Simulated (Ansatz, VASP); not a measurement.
**MgO: VASP beside Ansatz**

Contents of INCAR:

```
PREC     = Accurate       # precision mode
ENCUT    = 520            # plane-wave cutoff, eV
EDIFF    = 1E-6           # SCF threshold, eV
ISMEAR   = 0              # smearing method
SIGMA    = 0.05           # smearing width, eV
LREAL    = F              # projectors in reciprocal space
LASPH    = T              # aspherical terms in the spheres
NELM     = 60             # most SCF steps
ALGO     = Normal         # electronic algorithm
ISIF     = 2              # what is computed and relaxed
LWAVE    = F              # write WAVECAR
LCHARG   = F              # write CHGCAR
GGA      = PE             # functional
NBANDS   = 16             # bands
```

Contents of KPOINTS:

```
regular mesh
0
Gamma
  9 9 6
```

The input POSCAR:

```
MgO
1.0
    3.4816089875      0.0000000000      0.0000000000
   -1.7408044938      3.0151618292      0.0000000000
    0.0000000000      0.0000000000      4.0592079186
Mg O
2 2
Direct
    0.6666666667      0.3333333333      0.7500000000
    0.3333333333      0.6666666667      0.2500000000
    0.6666666667      0.3333333333      0.2500000000
    0.3333333333      0.6666666667      0.7500000000
```

Input for Ansatz:

```yaml
crystal:
  lattice:
    - [3.4816089875, 0.0, 0.0]
    - [-1.7408044938, 3.0151618292, 0.0]
    - [0.0, 0.0, 4.0592079186]
  atoms:
    - { symbol: Mg, position: [0.6666666667, 0.3333333333, 0.75] }
    - { symbol: Mg, position: [0.3333333333, 0.6666666667, 0.25] }
    - { symbol: O, position: [0.6666666667, 0.3333333333, 0.25] }
    - { symbol: O, position: [0.3333333333, 0.6666666667, 0.75] }
basis:
  ecutwfc: 520.0
kpoints:
  mp_grid: { grid: [9, 9, 6] }
hamiltonian:
  xc: pbe
  pseudopotentials: { kind: paw, azcp: { folder: soft_1 } }
scf:
  occupations: { method: gaussian, width: 0.05 }
output:
  forces: true
  stress: true
  eigenvalues: true
```

Alike in both runs: task single point; functional PBE; k mesh 9 × 9 × 6; occupations gaussian, width 0.05 eV; no spin polarisation.

```csv
,VASP,Ansatz
version,VASP 6.6.1,Ansatz 0.2.0
potentials or method,"VASP PAW PBE potentials, release 64 (Mg, O), cutoff 520 eV","scalar-relativistic, plane waves, PAW"
valence electrons in the cell,16,32
```

```tsv
	VASP	Ansatz	Ansatz less VASP
gap on the k mesh at the Fermi level (eV)	3.63	3.65	+0.021
least direct gap on the mesh (eV)	3.63	3.65	+0.021
pressure (GPa)	9.3	9.9	+0.60
traceless stress, the component that is largest in VASP (GPa)	5.24	5.32	+0.081
```

With one functional, cell and mesh, what is left measures potentials, basis and numerics. VASP's potentials hold 16 valence electrons a cell and Ansatz's 32, so a difference there can come from the potentials and not from the codes.
